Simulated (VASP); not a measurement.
Input of a VASP 6.6.1 run:

File INCAR:

```
SYSTEM = Sn3Se
PREC = Accurate
ENCUT = 520
EDIFF = 1E-6
ISMEAR = -1
SIGMA = 0.05
LREAL = .FALSE.
LASPH = .TRUE.
NELM = 80
ALGO = Normal
ISIF = 2
LWAVE = .FALSE.
LCHARG = .TRUE.
LELF = .TRUE.
LVHAR = .TRUE.
NBANDS = 32
```

KPOINTS

```
regular mesh
0
G
  6 6 6
  0 0 0
```

File POSCAR:

```
Sn3Se
1.0
    4.8042793006      0.0000000000      0.0000000000
    0.0000000000      4.8042793006      0.0000000000
    0.0000000000      0.0000000000      4.8042793006
Sn Se
3 1
Direct
    0.5000000000      0.5000000000      0.0000000000
    0.5000000000      0.0000000000      0.5000000000
    0.0000000000      0.5000000000      0.5000000000
    0.0000000000      0.0000000000      0.0000000000
```

Potentials or basis: VASP PAW LDA potentials, release 64 (Sn_d, Se).

Launch:

```console
$ cat potpaw_LDA.64/Sn_d/POTCAR potpaw_LDA.64/Se/POTCAR > POTCAR
$ mpirun -np 1 vasp_std > vasp.out
```

Question: Predict the pressure.

Answer: -5.4 GPa.

Question: Estimate the band gap on the k mesh.

Answer: Zero (band 24 reaches 8.42 eV, above the bottom of band 25 at 6.27 eV).

Caveat: spin-orbit coupling is left out, which moves the levels of the heavy elements.
